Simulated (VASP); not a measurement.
# CdH in VASP: single point with PBE

Aim: the single point of CdH with PBE.

Everything below comes from runs of VASP 6.6.1. Logs are shortened: lines on timing, memory, paths and dates and some standing lists are left out, and cuts for length are marked.

### 1 The cell of the first run

The typed cell holds 2 atoms: a = 3.096 Å, b = 3.096 Å, c = 3.767 Å, α = 90.00°, β = 90.00°, γ = 120.01°.

The cell was generated, and may not be a known phase.

### 2 Single point, PBE

The input, INCAR:

```
PREC     = Accurate       # precision mode
ENCUT    = 520            # plane-wave cutoff, eV
EDIFF    = 1E-6           # SCF threshold, eV
ISMEAR   = 0              # smearing method
SIGMA    = 0.1            # smearing width, eV
LREAL    = False          # projectors in reciprocal space
LASPH    = True           # aspherical terms in the spheres
NELM     = 100            # most SCF steps
ALGO     = Normal         # electronic algorithm
ISIF     = 2              # what is computed and relaxed
LWAVE    = False          # write WAVECAR
LCHARG   = True           # write CHGCAR
GGA      = PE             # functional
LELF     = True           # ELF
LVHAR    = True         
NBANDS   = 14             # bands
```

The input, KPOINTS:

```
Automatic mesh
0
Gamma
  20 20 16
```

The input, POSCAR:

```
CdH
1.0
    1.5476099505     -2.6811374339      0.0000000000
    1.5476099505      2.6811374339      0.0000000000
    0.0000000000      0.0000000000      3.7668147139
Cd H
1 1
Direct
    0.5000000000      0.5000000000      0.5000000000
    0.5000000000      0.5000000000      0.0000000000
```

Potentials or basis: VASP PAW PBE potentials, release 64 (Cd, H).

Launch:

```
$ cat potpaw_PBE.64/Cd/POTCAR potpaw_PBE.64/H/POTCAR > POTCAR
$ mpirun -np 1 vasp_std > vasp.out
```

OUTCAR:

```text
PREC = Accurate
   ENCUT = 520
   EDIFF = 1E-6
   ISMEAR = 0
   LREAL = False
   LASPH = True
   NELM = 100
   ISIF = 2
   GGA = PE

 ion  position               nearest neighbor table
   1  0.500  0.500  0.500-   2 1.88   2 1.88
   2  0.500  0.500  0.000-   1 1.88   1 1.88

  LATTYP: Found a base centered orthorhombic cell.
 ALAT       =     3.0952199010
 B/A-ratio  =     1.7324374485
 C/A-ratio  =     1.2169780611

  Lattice vectors:

 A1 = (   1.5476099505,  -2.6811374339,   0.0000000000)
 A2 = (   1.5476099505,   2.6811374339,   0.0000000000)
 A3 = (   0.0000000000,   0.0000000000,   3.7668147139)

Analysis of symmetry for initial positions (statically):
=====================================================================
 Subroutine PRICEL returns:
 Original cell was already a primitive cell.

 Routine SETGRP: Setting up the symmetry group for a
 base centered orthorhombic supercell.

 Subroutine GETGRP returns: Found  8 space group operations
 (whereof  8 operations were pure point group operations)
 out of a pool of  8 trial point group operations.

The static configuration has the point symmetry D_2h.

Analysis of symmetry for dynamics (positions and initial velocities):
=====================================================================
 Subroutine PRICEL returns:
 Original cell was already a primitive cell.

 Routine SETGRP: Setting up the symmetry group for a
 base centered orthorhombic supercell.

 Subroutine GETGRP returns: Found  8 space group operations
 (whereof  8 operations were pure point group operations)
 out of a pool of  8 trial point group operations.

The dynamic configuration has the point symmetry D_2h.

 Subroutine INISYM returns: Found  8 space group operations
 (whereof  8 operations are pure point group operations),
 and found     1 'primitive' translations

----------------------------------------------------------------------------------------

                                     Primitive cell

  volume of cell :      31.2597

  direct lattice vectors                    reciprocal lattice vectors
     1.547609951 -2.681137434  0.000000000     0.323078822 -0.186488016  0.000000000
     1.547609951  2.681137434  0.000000000     0.323078822  0.186488016  0.000000000
     0.000000000  0.000000000  3.766814714     0.000000000  0.000000000  0.265476291

  length of vectors
[... 83 lines left out ...]
   LREAL  =      F    real-space projection
   EDIFFG = 0.1E-04   stopping-criterion for IOM
   NSW    =      0    number of steps for IOM
   IBRION =     -1    ionic relax: 0-MD 1-quasi-New 2-CG
   NFREE  =      0    steps in history (QN), initial steepest desc. (CG)
   ISIF   =      2    stress and relaxation
   ISYM   =      2    0-nonsym 1-usesym 2-fastsym
   POTIM  = 0.5000    time-step for ionic-motion
   TEBEG  =    0.0;   TEEND  =   0.0 temperature during run
   PSTRESS=    0.0 pullay stress
   NELECT =      13.0000    total number of electrons
   NUPDOWN=      -1.0000    fix difference up-down
   EMIN   =  10.00;   EMAX   =-10.00  energy-range for DOS
   EFERMI =   0.00;   METHOD = LEGACY
   ISMEAR =     0;   SIGMA  =   0.10  broadening in eV -4-tet -1-fermi 0-gaus
   EFERMI_NEDOS =   21; number of points for ismear=-14 and -15
   IALGO  =     38    algorithm
   IMIX   =      4    mixing-type and parameters
     AMIX     =   0.40;   BMIX     =  1.00
     AMIX_MAG =   1.60;   BMIX_MAG =  1.00
  volume/ion in A,a.u.               =      15.63       105.48
  Fermi-wavevector in a.u.,A,eV,Ry     =   1.221971  2.309191 20.316407  1.493214
  Thomas-Fermi vector in A             =   2.357135
   LORBIT       =      0    0 simple, 1 ext, 2 COOP (PROOUT), +10 PAW based schemes
   GGA     = PE    functional components
   LHFCALC =     F    Hartree Fock is set to
   AEXX    =    0.0000 exact exchange contribution
   IVDW    =     0    specifies the selected vdW correction
   LEPSILON=     F    determine dielectric tensor
   LRPA    =     F    only Hartree local field effects (RPA)
 non-spin polarized calculation
 Gauss-broadening in eV      SIGMA  =   0.10
  energy-cutoff  :      520.00
  volume of cell :       31.26
 maximum number of plane-waves:       852
   NGX = 11   NGY = 11   NGZ = 15

 number of electron      13.0000001 magnetization

 Free energy of the ion-electron system (eV)
  ---------------------------------------------------
  ext. energy  EPLUGINS =         0.00000000
  ---------------------------------------------------
  free energy    TOTEN  =        -3.43980586 eV

  energy without entropy =       -3.43686962  energy(sigma->0) =       -3.43833774

 E-fermi :   1.0454     XC(G=0):  -9.6237

 val. band max:        1.0439099564   @ k =   0.4500   0.1000   0.3125
 cond. band min:       1.0491932030   @ k =   0.5000   0.5000   0.3750
 fundamental gap:      0.0052832466
 Fermi energy:         1.0454398433

 k-point     1 :       0.0000    0.0000    0.0000
  band No.  band energies     occupation
      1      -8.8504      2.00000
      2      -7.8857      2.00000
      3      -7.8848      2.00000
      4      -7.3271      2.00000
      5      -7.3270      2.00000
      6      -7.1276      2.00000
      7       4.4774      0.00000
      8       4.7210      0.00000
      9      13.9960      0.00000
     10      14.4929      0.00000
     11      14.4971      0.00000
     12      15.7352      0.00000
     13      18.4553      0.00000
     14      18.4598      0.00000
[... 377 lines left out ...]
      1      -8.6006      2.00000
      2      -8.1653      2.00000
      3      -7.7141      2.00000
      4      -7.4137      2.00000
      5      -7.3378      2.00000
      6      -4.5953      2.00000
      7       2.9110      0.00000
      8       7.3690      0.00000
      9       7.4944      0.00000
     10       9.9814      0.00000
     11      12.5607      0.00000
     12      15.9372      0.00000
     13      16.3818      0.00000
     14      19.7207      0.00000

 [... further k-points ...]
[... 5 lines left out ...]
  --------------------------------------------------------------------------------------
  -------------------------------------------------------------------------------------
  Total        0.0270950      0.0255429      0.1173217      0.0000000      0.0000000      0.0000000
  in kB        1.3887223      1.3091693      6.0131795      0.0000000      0.0000000      0.0000000
  external PRESSURE =       2.9036903 kB  Pullay stress =       0.0000000 kB

 VOLUME and BASIS-vectors are now :
 -----------------------------------------------------------------------------
  energy-cutoff  :      520.00
  volume of cell :       31.26
      direct lattice vectors                 reciprocal lattice vectors
     1.547609951 -2.681137434  0.000000000     0.323078822 -0.186488016  0.000000000
     1.547609951  2.681137434  0.000000000     0.323078822  0.186488016  0.000000000
     0.000000000  0.000000000  3.766814714     0.000000000  0.000000000  0.265476291

 POSITION                                       TOTAL-FORCE (eV/Angst)
 -----------------------------------------------------------------------------------
      1.54761      0.00000      1.88341        -0.000000      0.000000      0.000000
      1.54761      0.00000      0.00000         0.000000     -0.000000      0.000000
 -----------------------------------------------------------------------------------
    total drift:                               -0.000000     -0.000000     -0.000000

  FREE ENERGIE OF THE ION-ELECTRON SYSTEM (eV)
  ---------------------------------------------------
  free  energy   TOTEN  =        -3.4398058557 eV

  energy  without entropy=       -3.4368696208  energy(sigma->0) =       -3.43833774
```

Run time: 6.7 min. Hardware: 1 thread of Intel Xeon 8259CL, shared host; peak memory 0.5 GiB.

What came out:

| Property | Result |
| --- | --- |
| Free energy | -3.4398 eV |
| Pressure | 0.3 GPa |
| Band gap on the k mesh | zero (an odd number of electrons rules out a gap without spin polarisation) |
